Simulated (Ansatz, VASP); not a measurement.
# One calculation of Ti, two programs

```
Ti
1.0
     3.10487    0.00000    0.00000
    -1.55244    2.68890    0.00000
     0.00000    0.00000    4.68600
Ti
2
Cartesian
  0.0000 1.7926 1.1715
  1.5524 0.8963 3.5145
```

Change from the starting cell: strain +0.0525 x Voigt [1, 1, 0, 0, 0, 0], atoms carried along.

Alike in both runs: task single point; functional PBE; k mesh 18 × 18 × 10; occupations gaussian, width 0.15 eV; no spin polarisation.

|  | VASP | Ansatz |
| --- | --- | --- |
| version | VASP 6.6.1 | Ansatz 0.2.0 |
| potentials or method | VASP PAW PBE potentials, release 64 (Ti_sv), cutoff 520 eV | scalar-relativistic, plane waves, PAW |
| valence electrons in the cell | 24 | 24 |

|  | VASP | Ansatz | Ansatz less VASP |
| --- | --- | --- | --- |
| gap on the k mesh at the Fermi level (eV) | none | none | - |
| pressure (GPa) | -10.6 | -10.4 | +0.13 |
| traceless stress, the component that is largest in VASP (GPa) | 2.60 | 2.61 | +0.015 |

A gap of «none» marks a metal or a gap that the smearing closes. The functional is the same, so the differences come from potentials, cutoffs and numerics.
